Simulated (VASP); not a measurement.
Write the native input for VASP 6.6.1 that does the following.

```yaml
Task: single point
Functional: PBE
Potentials_or_basis: VASP PAW PBE potentials, release 64 (K_sv, I)
Cutoff: 520 eV
k_mesh: 6 × 6 × 6
Occupations: gaussian, width 0.05 eV
Spin: no spin polarisation
Dipole_correction: no
Further_INCAR_settings: ALGO = Normal; EDIFF = 1e-07; NBANDS = 15
```

The structure of KI lies in POSCAR:

```
KI
1.0
    0.0000000000      3.5245500000      3.6655320000
    3.5245500000      0.0000000000      3.6655320000
    3.5245500000      3.5245500000      0.0000000000
K I
1 1
Direct
    0.0000000000      0.0000000000      0.0000000000
    0.5000000000      0.5000000000      0.5000000000
```

This cell differs from its parent crystal: strain +0.0400 x Voigt [0, 0, 1, 0, 0, 0].

One way to write it, as run:

INCAR

```
ALGO = Normal
EDIFF = 1E-7
ENCUT = 520
GGA = PE
ISIF = 2
ISMEAR = 0
LASPH = T
LCHARG = F
LREAL = F
LWAVE = F
NBANDS = 15
NELM = 100
PREC = Accurate
SIGMA = 0.05
```

KPOINTS

```
k-points
0
Gamma
  6 6 6
```

Potentials or basis: VASP PAW PBE potentials, release 64 (K_sv, I).

The run is started by

```sh
$ cat potpaw_PBE.64/K_sv/POTCAR potpaw_PBE.64/I/POTCAR > POTCAR
$ mpirun -np 1 vasp_std > vasp.out
```

It gave:

| Quantity | Value |
| --- | --- |
| Pressure | 0.3 GPa |
| Band gap on the k mesh | 3.89 eV, direct |

Caveat: the cell differs from its parent crystal (strain +0.0400 x Voigt [0, 0, 1, 0, 0, 0]); spin-orbit coupling is left out, which moves the levels of the heavy elements.

Wall time 82 s on 1 thread of Intel(R) Xeon(R) Platinum 8488C (Sapphire Rapids), on a shared host, peak memory 0.25 GiB.
